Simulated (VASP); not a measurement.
# Au (Pm-3m) in VASP: notebook

The runs below take Au through single point, relaxation of cell and atoms, with PBE.

Everything below comes from runs of VASP 6.6.1. Logs are shortened: lines on timing, memory, paths and dates and some standing lists are left out, and cuts for length are marked.

## Step 1: The cell of the first run

Symmetry: Pm-3m, No. 221, cubic system. Conventional cell: a = 2.654 Å, b = 2.654 Å, c = 2.654 Å, α = 90.00°, β = 90.00°, γ = 90.00°. Within 3.5 Å of Au (site symmetry m-3m) lie 6 Au at 2.65 Å.

This isn't the form of Au at room conditions, which is fcc.

## Step 2: Single point, PBE

INCAR

```
SYSTEM = Au
PREC     = Accurate       ! precision mode
ENCUT    = 520            ! plane-wave cutoff, eV
EDIFF    = 1E-6           ! SCF threshold, eV
ISMEAR   = 1              ! smearing method
SIGMA    = 0.05           ! smearing width, eV
LREAL    = .False.        ! projectors in reciprocal space
LASPH    = .True.         ! aspherical terms in the spheres
NELM     = 80             ! most SCF steps
ALGO     = Normal         ! electronic algorithm
ISIF     = 2              ! what is computed and relaxed
LWAVE    = .False.        ! write WAVECAR
LCHARG   = .False.        ! write CHGCAR
GGA      = PE             ! functional
NBANDS   = 12             ! bands
```

KPOINTS

```
Automatic mesh
0
Gamma
  17 17 17
  0 0 0
```

POSCAR

```
Au
1.0
    2.6541135307      0.0000000000      0.0000000000
    0.0000000000      2.6541135307      0.0000000000
    0.0000000000      0.0000000000      2.6541135307
Au
1
Direct
    0.0000000000      0.0000000000      0.0000000000
```

Potentials or basis: VASP PAW PBE potentials, release 64 (Au).

Run with:

```
$ cat potpaw_PBE.64/Au/POTCAR > POTCAR
$ mpirun -np 1 vasp_std > vasp.out
```

OUTCAR:

```text
SYSTEM = Au
   PREC = Accurate
   ENCUT = 520
   EDIFF = 1E-6
   ISMEAR = 1
   LREAL = .False.
   LASPH = .True.
   NELM = 80
   ISIF = 2
   GGA = PE

 ion  position               nearest neighbor table
   1  0.000  0.000  0.000-

  LATTYP: Found a simple cubic cell.
 ALAT       =     2.6541135307

  Lattice vectors:

 A1 = (   2.6541135307,   0.0000000000,   0.0000000000)
 A2 = (   0.0000000000,   2.6541135307,   0.0000000000)
 A3 = (   0.0000000000,   0.0000000000,   2.6541135307)

Analysis of symmetry for initial positions (statically):
=====================================================================
 Subroutine PRICEL returns:
 Original cell was already a primitive cell.

 Routine SETGRP: Setting up the symmetry group for a
 simple cubic supercell.

 Subroutine GETGRP returns: Found 48 space group operations
 (whereof 48 operations were pure point group operations)
 out of a pool of 48 trial point group operations.

The static configuration has the point symmetry O_h .

Analysis of symmetry for dynamics (positions and initial velocities):
=====================================================================
 Subroutine PRICEL returns:
 Original cell was already a primitive cell.

 Routine SETGRP: Setting up the symmetry group for a
 simple cubic supercell.

 Subroutine GETGRP returns: Found 48 space group operations
 (whereof 48 operations were pure point group operations)
 out of a pool of 48 trial point group operations.

The dynamic configuration has the point symmetry O_h .

 Subroutine INISYM returns: Found 48 space group operations
 (whereof 48 operations are pure point group operations),
 and found     1 'primitive' translations

----------------------------------------------------------------------------------------

                                     Primitive cell

  volume of cell :      18.6964

  direct lattice vectors                    reciprocal lattice vectors
     2.654113531  0.000000000  0.000000000     0.376773634  0.000000000  0.000000000
     0.000000000  2.654113531  0.000000000     0.000000000  0.376773634  0.000000000
     0.000000000  0.000000000  2.654113531     0.000000000  0.000000000  0.376773634

  length of vectors
     2.654113531  2.654113531  2.654113531     0.376773634  0.376773634  0.376773634

  position of ions in fractional coordinates (direct lattice)
     0.000000000  0.000000000  0.000000000

  ion indices of the primitive-cell ions
   primitive index   ion index
                 1           1

[... 81 lines left out ...]
   PSTRESS=    0.0 pullay stress
   NELECT =      11.0000    total number of electrons
   NUPDOWN=      -1.0000    fix difference up-down
   EMIN   =  10.00;   EMAX   =-10.00  energy-range for DOS
   EFERMI =   0.00;   METHOD = LEGACY
   ISMEAR =     1;   SIGMA  =   0.05  broadening in eV -4-tet -1-fermi 0-gaus
   EFERMI_NEDOS =   21; number of points for ismear=-14 and -15
   IALGO  =     38    algorithm
   IMIX   =      4    mixing-type and parameters
     AMIX     =   0.40;   BMIX     =  1.00
     AMIX_MAG =   1.60;   BMIX_MAG =  1.00
  volume/ion in A,a.u.               =      18.70       126.17
  Fermi-wavevector in a.u.,A,eV,Ry     =   1.371786  2.592299 25.603384  1.881796
  Thomas-Fermi vector in A             =   2.497451
   LORBIT       =      0    0 simple, 1 ext, 2 COOP (PROOUT), +10 PAW based schemes
   GGA     = PE    functional components
   LHFCALC =     F    Hartree Fock is set to
   AEXX    =    0.0000 exact exchange contribution
   IVDW    =     0    specifies the selected vdW correction
   LEPSILON=     F    determine dielectric tensor
   LRPA    =     F    only Hartree local field effects (RPA)
 non-spin polarized calculation
 Methfessel and Paxton  Order N= 1 SIGMA  =   0.05
  energy-cutoff  :      520.00
  volume of cell :       18.70
 maximum number of plane-waves:       518
 NGX is ok and might be reduce to    20
   NGX =  9   NGY =  9   NGZ =  9

 number of electron      11.0000002 magnetization

 Free energy of the ion-electron system (eV)
  ---------------------------------------------------
  ext. energy  EPLUGINS =         0.00000000
  ---------------------------------------------------
  free energy    TOTEN  =        -2.93702697 eV

  energy without entropy =       -2.93705450  energy(sigma->0) =       -2.93703615

 E-fermi :   7.6861     XC(G=0): -12.0276

 val. band max:        7.6780395288   @ k =   0.4706   0.4706   0.4706
 cond. band min:       7.7170128122   @ k =   0.3529   0.2941   0.2353
 fundamental gap:      0.0389732834
 Fermi energy:         7.6860806537

 k-point     1 :       0.0000    0.0000    0.0000
  band No.  band energies     occupation
      1      -0.9221      2.00000
      2       1.3704      2.00000
      3       1.3704      2.00000
      4       6.3126      2.00000
      5       6.3126      2.00000
      6       6.3126      2.00000
      7      22.1547      0.00000
      8      22.1547      0.00000
      9      22.1547      0.00000
     10      27.4981      0.00000
     11      30.0541      0.00000
     12      30.0541      0.00000
[... 331 lines left out ...]
 k-point    24 :       0.4706    0.1176    0.0000
  band No.  band energies     occupation
      1       1.6128      2.00000
      2       2.1992      2.00000
      3       3.8080      2.00000
      4       4.6420      2.00000
      5       6.2424      2.00000
      6       7.5494      2.00077
      7      10.5490      0.00000
      8      24.1048      0.00000
      9      25.3959      0.00000
     10      26.4630      0.00000
     11      28.4980      0.00000
     12      33.3597      0.00000

 [... further k-points ...]

------------------------ aborting loop because EDIFF is reached ----------------------------------------

  FORCE on cell =-STRESS in cart. coord.  units (eV):
  Direction    XX          YY          ZZ          XY          YZ          ZX
  --------------------------------------------------------------------------------------
  -------------------------------------------------------------------------------------
  Total        1.7255754      1.7255754      1.7255754      0.0000000      0.0000000     -0.0000000
  in kB      147.8720264    147.8720264    147.8720264      0.0000000      0.0000000     -0.0000000
  external PRESSURE =     147.8720264 kB  Pullay stress =       0.0000000 kB

 VOLUME and BASIS-vectors are now :
 -----------------------------------------------------------------------------
  energy-cutoff  :      520.00
  volume of cell :       18.70
      direct lattice vectors                 reciprocal lattice vectors
     2.654113531  0.000000000  0.000000000     0.376773634  0.000000000  0.000000000
     0.000000000  2.654113531  0.000000000     0.000000000  0.376773634  0.000000000
     0.000000000  0.000000000  2.654113531     0.000000000  0.000000000  0.376773634

 POSITION                                       TOTAL-FORCE (eV/Angst)
 -----------------------------------------------------------------------------------
      0.00000      0.00000      0.00000         0.000000      0.000000      0.000000
 -----------------------------------------------------------------------------------
    total drift:                               -0.000000      0.000000     -0.000000

  FREE ENERGIE OF THE ION-ELECTRON SYSTEM (eV)
  ---------------------------------------------------
  free  energy   TOTEN  =        -2.9370269742 eV

  energy  without entropy=       -2.9370545007  energy(sigma->0) =       -2.93703615
```

OSZICAR:

```text
N       E                     dE             d eps       ncg     rms          rms(c)
DAV:   1     0.501881844572E+02    0.50188E+02   -0.55256E+03  4088   0.810E+02
DAV:   2    -0.252985823147E+01   -0.52718E+02   -0.50227E+02  4648   0.186E+02
DAV:   3    -0.323648148298E+01   -0.70662E+00   -0.70515E+00  4712   0.206E+01
DAV:   4    -0.323931074778E+01   -0.28293E-02   -0.28292E-02  4544   0.149E+00
DAV:   5    -0.323933610334E+01   -0.25356E-04   -0.25355E-04  4756   0.137E-01    0.859E+00
DAV:   6    -0.295334563245E+01    0.28599E+00   -0.82194E-01  4176   0.712E+00    0.578E+00
DAV:   7    -0.293999350443E+01    0.13352E-01   -0.28815E-02  4632   0.138E+00    0.308E+00
DAV:   8    -0.293713460786E+01    0.28589E-02   -0.33405E-03  4468   0.491E-01    0.286E-01
DAV:   9    -0.293702163395E+01    0.11297E-03   -0.46078E-04  4440   0.173E-01    0.446E-02
DAV:  10    -0.293702719487E+01   -0.55609E-05   -0.62858E-06  4452   0.204E-02    0.789E-03
DAV:  11    -0.293702697417E+01    0.22070E-06   -0.47248E-07  2416   0.540E-03
   1 F= -.29370270E+01 E0= -.29370361E+01  d E =0.275265E-04
```

It took 30 s on 1 thread of AMD EPYC 7R13, shared host; peak memory 0.12 GiB.

What came out:

* Free energy: -2.9370 eV
* Pressure: 14.8 GPa
* Band gap on the k mesh: zero (an odd number of electrons rules out a gap without spin polarisation)

Caveat: the cell stands under pressure; spin-orbit coupling is left out, which moves the levels of the heavy elements.

## Step 3: Single point, PBE

This run uses another cell than the first one, of 20.75 Å³/atom.

INCAR

```
  PREC = Accurate
  ENCUT = 520
  EDIFF = 1E-6
  ISMEAR = 1
  SIGMA = 0.05
  LREAL = False
  LASPH = True
  NELM = 100
  ALGO = Normal
  ISIF = 2
  LWAVE = False
  LCHARG = False
  GGA = PE
  NBANDS = 12
```

KPOINTS

```
regular mesh
0
Gamma
  17 17 17
```

POSCAR

```
Au
1.0
    2.7481418063      0.0000000000      0.0000000000
    0.0000000000      2.7481418063      0.0000000000
    0.0000000000      0.0000000000      2.7481418063
Au
1
Direct
    0.0000000000      0.0000000000      0.0000000000
```

Potentials or basis: VASP PAW PBE potentials, release 64 (Au).

Run with:

```
$ cat potpaw_PBE.64/Au/POTCAR > POTCAR
$ mpirun -np 1 vasp_std > vasp.out
```

OUTCAR:

```text
PREC = Accurate
   ENCUT = 520
   EDIFF = 1E-6
   ISMEAR = 1
   LREAL = False
   LASPH = True
   NELM = 100
   ISIF = 2
   GGA = PE

 ion  position               nearest neighbor table
   1  0.000  0.000  0.000-

  LATTYP: Found a simple cubic cell.
 ALAT       =     2.7481418063

  Lattice vectors:

 A1 = (   2.7481418063,   0.0000000000,   0.0000000000)
 A2 = (   0.0000000000,   2.7481418063,   0.0000000000)
 A3 = (   0.0000000000,   0.0000000000,   2.7481418063)

Analysis of symmetry for initial positions (statically):
=====================================================================
 Subroutine PRICEL returns:
 Original cell was already a primitive cell.

 Routine SETGRP: Setting up the symmetry group for a
 simple cubic supercell.

 Subroutine GETGRP returns: Found 48 space group operations
 (whereof 48 operations were pure point group operations)
 out of a pool of 48 trial point group operations.

The static configuration has the point symmetry O_h .

Analysis of symmetry for dynamics (positions and initial velocities):
[... 168 lines left out ...]
      3       0.6729      2.00000
      4       4.8338      2.00000
      5       4.8338      2.00000
      6       4.8338      2.00000
      7      20.1159      0.00000
      8      20.1159      0.00000
      9      20.1159      0.00000
     10      24.9244      0.00000
     11      27.3583      0.00000
     12      27.3583      0.00000
[... 331 lines left out ...]
 k-point    24 :       0.4706    0.1176    0.0000
  band No.  band energies     occupation
      1       0.8316      2.00000
      2       1.3679      2.00000
      3       2.8013      2.00000
      4       3.4564      2.00000
      5       4.7766      2.00000
      6       6.3555     -0.00613
      7       8.6421      0.00000
      8      22.2754      0.00000
      9      23.0854      0.00000
     10      24.3574      0.00000
     11      25.8753      0.00000
     12      30.6525      0.00000

 [... further k-points ...]

------------------------ aborting loop because EDIFF is reached ----------------------------------------

  FORCE on cell =-STRESS in cart. coord.  units (eV):
  Direction    XX          YY          ZZ          XY          YZ          ZX
  --------------------------------------------------------------------------------------
  -------------------------------------------------------------------------------------
  Total       -0.0218180     -0.0218180     -0.0218180      0.0000000      0.0000000     -0.0000000
  in kB       -1.6842556     -1.6842556     -1.6842556      0.0000000      0.0000000     -0.0000000
  external PRESSURE =      -1.6842556 kB  Pullay stress =       0.0000000 kB

 VOLUME and BASIS-vectors are now :
 -----------------------------------------------------------------------------
  energy-cutoff  :      520.00
  volume of cell :       20.75
      direct lattice vectors                 reciprocal lattice vectors
     2.748141806  0.000000000  0.000000000     0.363882241  0.000000000  0.000000000
     0.000000000  2.748141806  0.000000000     0.000000000  0.363882241  0.000000000
     0.000000000  0.000000000  2.748141806     0.000000000  0.000000000  0.363882241

 POSITION                                       TOTAL-FORCE (eV/Angst)
 -----------------------------------------------------------------------------------
      0.00000      0.00000      0.00000         0.000000      0.000000      0.000000
 -----------------------------------------------------------------------------------
    total drift:                               -0.000000     -0.000000     -0.000000

  FREE ENERGIE OF THE ION-ELECTRON SYSTEM (eV)
  ---------------------------------------------------
  free  energy   TOTEN  =        -3.0221810732 eV

  energy  without entropy=       -3.0220850757  energy(sigma->0) =       -3.02214907
```

OSZICAR:

```text
N       E                     dE             d eps       ncg     rms          rms(c)
DAV:   1     0.477548637879E+02    0.47755E+02   -0.54205E+03  4200   0.795E+02
DAV:   2    -0.257677410919E+01   -0.50332E+02   -0.47369E+02  4660   0.179E+02
DAV:   3    -0.329336077809E+01   -0.71659E+00   -0.71555E+00  4696   0.204E+01
DAV:   4    -0.329649972999E+01   -0.31390E-02   -0.31388E-02  4512   0.154E+00
DAV:   5    -0.329653047886E+01   -0.30749E-04   -0.30749E-04  4784   0.150E-01    0.642E+00
DAV:   6    -0.303216907807E+01    0.26436E+00   -0.91306E-01  4196   0.727E+00    0.457E+00
DAV:   7    -0.302442972606E+01    0.77394E-02   -0.12533E-02  4668   0.934E-01    0.257E+00
DAV:   8    -0.302218342447E+01    0.22463E-02   -0.13063E-03  4436   0.254E-01    0.677E-02
DAV:   9    -0.302217505638E+01    0.83681E-05   -0.12827E-04  4476   0.871E-02    0.104E-02
DAV:  10    -0.302218113836E+01   -0.60820E-05   -0.44099E-06  4640   0.196E-02    0.384E-03
DAV:  11    -0.302218107322E+01    0.65139E-07   -0.56929E-07  2384   0.588E-03
   1 F= -.30221811E+01 E0= -.30221491E+01  d E =-.959976E-04
```

Run time: 31 s. Hardware: 1 thread of AMD EPYC 7R13, shared host; peak memory 0.12 GiB.

Results:

- Free energy: -3.0222 eV
- Pressure: -0.2 GPa
- Band gap on the k mesh: zero (an odd number of electrons rules out a gap without spin polarisation)

Caveat: spin-orbit coupling is left out, which moves the levels of the heavy elements.

## Step 4: Relaxation of cell and atoms, PBE

This run uses another cell than the first one, of 18.61 Å³/atom.

INCAR

```
PREC = Accurate ; ENCUT = 600
EDIFF = 1E-6 ; ISMEAR = 1
SIGMA = 0.05 ; LREAL = F
LASPH = T ; NELM = 100
ALGO = Normal ; ISIF = 3
LWAVE = F ; LCHARG = F
GGA = PE ; IBRION = 2
NSW = 80 ; EDIFFG = -0.01
```

KPOINTS is that of step 3.

POSCAR

```
Au
1.0
    2.6500000000      0.0000000000      0.0000000000
    0.0000000000      2.6500000000      0.0000000000
    0.0000000000      0.0000000000      2.6500000000
Au
1
Direct
    0.0000000000      0.0000000000      0.0000000000
```

Run with:

```
$ cat potpaw_PBE.64/Au/POTCAR > POTCAR
$ mpirun -np 1 vasp_std > vasp.out
```

Wall time 2.2 min (1 thread of AMD EPYC 7R13, shared host); peak memory 0.15 GiB.

The run converged. Its results:

```
Free energy                           : -3.0215 eV
Relaxed volume                        : 20.74 Å³/atom
Relaxed cell                          : a = 2.747 Å, b = 2.747 Å, c = 2.747 Å, α = 90.00°, β = 90.00°, γ = 90.00°
Space group after relaxing (to 0.1 Å) : Pm-3m (No. 221)
Energy gained by relaxing             : 92.7 meV/atom
Ionic steps                           : 4
Pressure after relaxing               : -0.1 GPa
Band gap on the k mesh                : zero (an odd number of electrons rules out a gap without spin polarisation)
```

The path:
| step | energy change (eV) | largest force (eV/Å) | pressure (GPa) | volume (Å³) |
| --- | --- | --- | --- | --- |
| 1 | 0.0000 | 0.0000 | 15.74 | 18.61 |
| 2 | 0.0298 | 0.0000 | -10.06 | 23.98 |
| 3 | -0.0926 | 0.0000 | -0.36 | 20.80 |
| 4 | -0.0927 | 0.0000 | -0.07 | 20.74 |

Final structure:
```
Au
1.0
     2.74750    0.00000    0.00000
     0.00000    2.74750    0.00000
     0.00000    0.00000    2.74750
Au
1
Cartesian
  0.0000 0.0000 0.0000
```

Levels at points of the mesh, in eV from the Fermi level:
```csv
k point,band 3,band 4,band 5,band 6,band 7,band 8,band 9
"(0.00, 0.00, 0.00)",-5.57,-1.41,-1.41,-1.41,13.88,13.88,13.88
```

Caveat: spin-orbit coupling is left out, which moves the levels of the heavy elements.

## Step 5: Relaxation of cell and atoms, PBE, target pressure 15 GPa, at which the enthalpy is minimised

This run uses another cell than the first one, of 18.61 Å³/atom.

INCAR

```
  PREC = Accurate
  ENCUT = 600
  EDIFF = 1E-6
  ISMEAR = 1
  SIGMA = 0.05
  LREAL = False
  LASPH = True
  NELM = 60
  ALGO = Normal
  ISIF = 3
  LWAVE = False
  LCHARG = False
  GGA = PE
  IBRION = 2
  NSW = 80
  EDIFFG = -0.01
  PSTRESS = 150.0
```

KPOINTS

```
Automatic mesh
0
Gamma
  17 17 17
```

POSCAR is that of step 4.

Run with:

```
$ cat potpaw_PBE.64/Au/POTCAR > POTCAR
$ mpirun -np 1 vasp_std > vasp.out
```

Wall time 87 s (1 thread of AMD EPYC 7R13, shared host); peak memory 0.14 GiB.

It converged, with:

```yaml
Free_energy: -2.9359 eV
Relaxed_volume: 18.68 Å³/atom
Relaxed_cell: a = 2.653 Å, b = 2.653 Å, c = 2.653 Å, α = 90.00°, β = 90.00°, γ = 90.00°
Space_group_after_relaxing_to_0.1_Å: Pm-3m (No. 221)
Energy_change_on_relaxing_the_run_minimises_the_enthalpy: -7.1 meV/atom
Ionic_steps: 3
Pressure_after_relaxing: 15.0 GPa
Band_gap_on_the_k_mesh: zero (an odd number of electrons rules out a gap without spin polarisation)
```

Step by step:
```
step  energy change (eV)  largest force (eV/Å)  pressure (GPa)  volume (Å³)
   1              0.0000                0.0000           15.74        18.61
   2             -0.0211                0.0000           13.45        18.84
   3             -0.0071                0.0000           15.01        18.68
```

Final structure:
```xyz
1
Lattice="2.6535 0.0000 0.0000 0.0000 2.6535 0.0000 0.0000 0.0000 2.6535" Properties=species:S:1:pos:R:3 pbc="T T T"
Au    0.0000    0.0000    0.0000
```

Levels at points of the mesh, in eV from the Fermi level:
| k point | band 2 | band 3 | band 4 | band 5 | band 6 | band 7 | band 8 | band 9 |
| --- | --- | --- | --- | --- | --- | --- | --- | --- |
| (0.00, 0.00, 0.00) | -6.32 | -6.32 | -1.37 | -1.37 | -1.37 | 14.47 | 14.47 | 14.47 |

Caveat: the cell is relaxed towards a set pressure, so the run minimises the enthalpy, not the energy; spin-orbit coupling is left out, which moves the levels of the heavy elements.

## Step 6: Overview

```csv
task,cell,cutoff (eV),gap on the mesh (eV),pressure (GPa)
single point,"a = 2.654 Å, 1 atom",520,none,14.8
single point,"a = 2.748 Å, 1 atom",520,none,-0.2
relaxation of cell and atoms,"relaxed from a = 2.650 Å, 1 atom",600,none,-0.1
relaxation of cell and atoms,"relaxed to 15 GPa from a = 2.650 Å, 1 atom",600,none,15.0
```

Alike in all rows: level PBE; potentials or basis VASP PAW PBE potentials, release 64 (Au); no spin polarisation; k mesh 17 × 17 × 17; smearing methfessel-paxton 0.05 eV.

Caveats: spin-orbit coupling is left out, which moves the levels of the heavy elements; the cell stands under pressure (at least some runs); the cell is relaxed towards a set pressure, so the run minimises the enthalpy, not the energy (at least some runs).

Absolute energies hang on the potentials; compare differences alone.
